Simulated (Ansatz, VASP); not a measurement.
AlP: VASP beside Ansatz

The input POSCAR:

```
AlP
1.0
    0.0000000000      2.7392607952      2.7392607952
    2.7392607952      0.0000000000      2.7392607952
    2.7392607952      2.7392607952      0.0000000000
Al P
1 1
Direct
    0.0000000000      0.0000000000      0.0000000000
    0.2500000000      0.2500000000      0.2500000000
```

Contents of INCAR.step1:

```
ALGO     = Normal         # electronic algorithm
EDIFF    = 1E-5           # SCF threshold, eV
ENCUT    = 550            # plane-wave cutoff, eV
GGA      = PE             # functional
GGA_COMPAT= F            
ISMEAR   = 0              # smearing method
LASPH    = T              # aspherical terms in the spheres
LCHARG   = F              # write CHGCAR
LREAL    = F              # projectors in reciprocal space
LWAVE    = T              # write WAVECAR
NBANDS   = 11             # bands
NELM     = 120            # most SCF steps
PREC     = Accurate       # precision mode
SIGMA    = 0.01           # smearing width, eV
```

INCAR.step2

```
ALGO     = Normal         # electronic algorithm
EDIFF    = 1E-6           # SCF threshold, eV
ENCUT    = 550            # plane-wave cutoff, eV
GGA_COMPAT= F            
ISIF     = 2              # what is computed and relaxed
ISMEAR   = 0              # smearing method
ISTART   = 1            
LASPH    = T              # aspherical terms in the spheres
LCHARG   = F              # write CHGCAR
LMIXTAU  = T            
LREAL    = F              # projectors in reciprocal space
LWAVE    = F              # write WAVECAR
METAGGA  = R2SCAN         # meta-GGA
NBANDS   = 11             # bands
NELM     = 120            # most SCF steps
PREC     = Accurate       # precision mode
SIGMA    = 0.01           # smearing width, eV
```

The input KPOINTS:

```
k-points
0
Gamma
  6 6 6
```

Input for Ansatz:

```yaml
crystal:
  lattice:
    - [0.0, 2.7392607952, 2.7392607952]
    - [2.7392607952, 0.0, 2.7392607952]
    - [2.7392607952, 2.7392607952, 0.0]
  atoms:
    - { symbol: Al, position: [0.0, 0.0, 0.0] }
    - { symbol: P, position: [0.25, 0.25, 0.25] }
kpoints:
  mp_grid: { grid: [6, 6, 6] }
hamiltonian:
  xc: r2scan
scf:
  occupations: { method: fixed }
  n_extra_bands: 4
output:
  forces: true
  stress: true
  eigenvalues: true
```

Alike in both runs: task single point; functional r2SCAN; k mesh 6 × 6 × 6; no spin polarisation.

|  | VASP | Ansatz |
| --- | --- | --- |
| version | VASP 6.6.1 | Ansatz 0.2.0 |
| potentials or method | VASP PAW PBE potentials, release 64 (Al, P) | plane waves, PAW |
| plane-wave cutoff (eV) | 550 | 500 |
| occupations | gaussian, width 0.01 eV | fixed |
| valence electrons in the cell | 8 | 8 |

Ansatz gave:

* gap on the k mesh at the Fermi level (eV): 1.92
* pressure (GPa): 0.0

Q: Which values does VASP return?

A: gap on the k mesh at the Fermi level (eV): 1.93; pressure (GPa): -0.3.

VASP's potentials were made for PBE, not for r2SCAN.
